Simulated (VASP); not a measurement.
Crystal: NbSnTe4.

```xyz
6
Lattice="3.7102 0.0000 0.0000 0.0000 3.7102 0.0000 0.0000 0.0000 14.2329" Properties=species:S:1:pos:R:3 pbc="T T T"
Nb    1.8551    1.8551    7.1165
Sn    0.0000    0.0000    0.0000
Te    1.8551    1.8551    2.5758
Te    0.0000    0.0000    9.2863
Te    0.0000    0.0000    4.9466
Te    1.8551    1.8551   11.6572
```

The cell was built from a structure type or drawn by symmetry, and may not be a known phase.

* Program: VASP 6.6.1
* Task: relaxation of cell and atoms
* Functional: PBE
* Potentials or basis: VASP PAW PBE potentials, release 64 (Nb_sv, Sn_d, Te)
* Cutoff: 600 eV
* k mesh: 6 × 6 × 2
* Occupations: gaussian, width 0.1 eV
* Spin: no spin polarisation

At the start: pressure -9.5 GPa; volume 32.65 Å³/atom.

Q: Where does the relaxation end?

A: Over 24 steps the energy falls by 514.6 meV/atom and the volume is 29.67 Å³/atom (-9.1 %); space group P4/mmm (No. 123, to 0.1 Å) before and after.

The path:
```csv
step,energy change (eV),largest force (eV/Å),pressure (GPa),volume (Å³)
1,0.0000,2.2900,-9.48,195.92
2,-2.0587,2.0179,4.43,146.00
3,-2.0894,2.1124,2.12,149.99
4,-2.5544,1.0920,2.40,150.65
5,-2.6728,0.3009,3.33,151.16
6,-2.8078,0.3700,-1.95,164.81
7,-2.8147,0.3408,-1.10,162.13
8,-2.8981,0.2959,-0.38,161.80
9,-2.9577,0.2281,1.12,161.01
10,-2.9608,0.2267,1.68,160.72
11,-3.0081,0.2792,0.57,165.48
12,-3.0214,0.3149,-0.59,170.70
13,-3.0230,0.2860,-0.26,169.16
14,-3.0385,0.2407,-0.13,170.19
15,-3.0629,0.1576,0.36,173.28
16,-3.0653,0.1536,0.56,174.37
17,-3.0791,0.1658,-0.46,178.91
18,-3.0791,0.1674,-0.43,178.79
19,-3.0844,0.1291,-0.18,178.80
20,-3.0845,0.1247,-0.20,178.80
21,-3.0869,0.0964,0.16,177.65
22,-3.0869,0.0960,0.16,177.64
23,-3.0877,0.0099,-0.08,178.08
24,-3.0878,0.0143,-0.04,178.01
```

Final structure:
```yaml
crystal:
  lattice:
    - [3.43218, 0.00000, 0.00000]
    - [0.00000, 3.43218, 0.00000]
    - [0.00000, 0.00000, 15.11113]
  atoms:
    - { symbol: Nb, position: [0.50000, 0.50000, 0.50000] }
    - { symbol: Sn, position: [0.00000, 0.00000, 0.00000] }
    - { symbol: Te, position: [0.50000, 0.50000, 0.14512] }
    - { symbol: Te, position: [0.00000, 0.00000, 0.61234] }
    - { symbol: Te, position: [0.00000, 0.00000, 0.38766] }
    - { symbol: Te, position: [0.50000, 0.50000, 0.85488] }
```

Caveat: this functional lacks dispersion, which binds the layers, so the pressure and a relaxed spacing across them are unreliable.
